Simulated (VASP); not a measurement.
Here is a VASP 6.6.1 calculation.

The input POSCAR:

```
Ba2LiB6Os
1.0
    0.0000000000      3.9807320000      3.9807320000
    3.9807320000      0.0000000000      3.9807320000
    3.9807320000      3.9807320000      0.0000000000
Li Ba Os B
1 2 1 6
Direct
    0.5000000000      0.5000000000      0.5000000000
    0.2500000000      0.2500000000      0.2500000000
    0.7500000000      0.7500000000      0.7500000000
    0.0000000000      0.0000000000      0.0000000000
    0.7670000000      0.2330000000      0.2330000000
    0.2330000000      0.7670000000      0.2330000000
    0.2330000000      0.7670000000      0.7670000000
    0.7670000000      0.2330000000      0.7670000000
    0.2330000000      0.2330000000      0.7670000000
    0.7670000000      0.7670000000      0.2330000000
```

Contents of INCAR.step1:

```
SYSTEM = Ba2LiB6Os
ALGO = Normal
EDIFF = 1E-5
ENCUT = 970
GGA = PE
GGA_COMPAT = .FALSE.
ISMEAR = 0
LASPH = .TRUE.
LCHARG = .FALSE.
LREAL = .FALSE.
LWAVE = .TRUE.
NBANDS = 40
NELM = 120
PREC = Accurate
SIGMA = 0.1688
```

File INCAR.step2:

```
SYSTEM = Ba2LiB6Os
ALGO = Normal
EDIFF = 1E-6
ENCUT = 970
GGA_COMPAT = .FALSE.
ISIF = 2
ISMEAR = 0
ISTART = 1
LASPH = .TRUE.
LCHARG = .FALSE.
LMIXTAU = .TRUE.
LREAL = .FALSE.
LWAVE = .FALSE.
METAGGA = R2SCAN
NBANDS = 40
NELM = 120
PREC = Accurate
SIGMA = 0.1688
```

KPOINTS

```
k-points
0
G
  4 4 4
  0 0 0
```

Potentials or basis: VASP PAW PBE potentials, release 64 (Li_sv, Ba_sv, Os_sv_GW, B).

The run is started by

```console
$ cat potpaw_PBE.64/Li_sv/POTCAR potpaw_PBE.64/Ba_sv/POTCAR potpaw_PBE.64/Os_sv_GW/POTCAR potpaw_PBE.64/B/POTCAR > POTCAR
$ cp INCAR.step1 INCAR
$ mpirun -np 1 vasp_std > vasp.out
$ cp INCAR.step2 INCAR
$ mpirun -np 1 vasp_std > vasp.out
```

(1) What does it give for the pressure?

(2) What does it give for the largest force?

(3) Estimate the band gap on the k mesh.

Results:

(1) 48.6 GPa.

(2) 5.052 eV/Å.

(3) zero (an odd number of electrons rules out a gap without spin polarisation).

Caveat: the cell stands under pressure; the PAW data sets were made with another functional, which shifts forces and pressure a little; spin-orbit coupling is left out, which moves the levels of the heavy elements; an odd number of electrons without spin polarisation forces a metal; a magnetic or distorted state may lie lower.
